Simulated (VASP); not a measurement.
The system is TaN.

```
Ta N
1.0
     0.00000    2.17384    2.17384
     2.17384    0.00000    2.17384
     2.17384    2.17384    0.00000
Ta N
1 1
Cartesian
  2.1786 2.1738 2.1786
  -0.0610 0.0000 -0.0610
```

This cell differs from its parent crystal: mode 4 frozen in at -0.061 Å and mode 6 at -0.061 Å (largest displacements).

Base run:

```yaml
Program: VASP 6.6.1
Functional: LDA
Potentials_or_basis: VASP PAW LDA potentials, release 64 (Ta_pv, N)
Cutoff: 520 eV
k_mesh: 18 × 18 × 18
Occupations: gaussian, width 0.15 eV
Spin: no spin polarisation
```

Its results: band gap on the k mesh zero (band 8 reaches 11.77 eV, above the bottom of band 9 at 7.84 eV); pressure 3.8 GPa; largest force 0.860 eV/Å.

Problem. The run is repeated on the same cell with these changes: potentials or basis from VASP PAW LDA potentials, release 64 (Ta_pv, N) to VASP PAW LDA potentials, release 64 (Ta_sv_GW, N); cutoff from 520 eV to 600 eV; further incar settings from ALGO = Normal; EDIFF = 1e-06; NBANDS = 15 to ALGO = Normal; EDIFF = 1e-06; NBANDS = 16; valence electrons from 16 to 18. What comes out?

Solution. Band gap on the k mesh zero (band 9 reaches 16.00 eV, above the bottom of band 10 at 12.08 eV); pressure 3.0 GPa; largest force 0.861 eV/Å.

Caveats: spin-orbit coupling is left out, which moves the levels of the heavy elements.
